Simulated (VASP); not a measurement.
Input of a VASP 6.6.1 run:

File INCAR:

```
PREC = Accurate ; ENCUT = 400
EDIFF = 1E-6 ; ISMEAR = 0
SIGMA = 0.1 ; LREAL = False
LASPH = True ; NELM = 120
ALGO = Normal ; ISIF = 2
LWAVE = False ; LCHARG = True
LDIPOL = True ; IDIPOL = 3
DIPOL = 0.5 0.5 0.364 ; GGA = PE
LELF = True ; LVHAR = True
LVACPOTAV = True ; NBANDS = 26
GGA_COMPAT = False ; NELMDL = -8
```

File KPOINTS:

```
regular mesh
0
Gamma
  9 9 1
```

POSCAR

```
Pt3Cl
1.0
    2.8071640675      0.0000000000      0.0000000000
    0.0000000000      2.8071640675      0.0000000000
    0.0000000000      0.0000000000     19.3513901305
Pt Cl
3 1
Direct
    0.5000000000      0.5000000000      0.2067034964
    0.0000000000      0.0000000000      0.3062505503
    0.5000000000      0.8888530775      0.4193065018
    1.0000000000      0.8333333333      0.5223988299
```

Potentials or basis: VASP PAW PBE potentials, release 64 (Pt, Cl).

Run with:

```console
$ cat potpaw_PBE.64/Pt/POTCAR potpaw_PBE.64/Cl/POTCAR > POTCAR
$ mpirun -np 1 vasp_std > vasp.out
```

(1) Predict the largest force.

(2) Estimate the band gap on the k mesh.

Results:

(1) 0.350 eV/Å.

(2) zero (an odd number of electrons rules out a gap without spin polarisation).

Caveat: spin-orbit coupling is left out, which moves the levels of the heavy elements; an odd number of electrons without spin polarisation forces a metal; a magnetic or distorted state may lie lower.
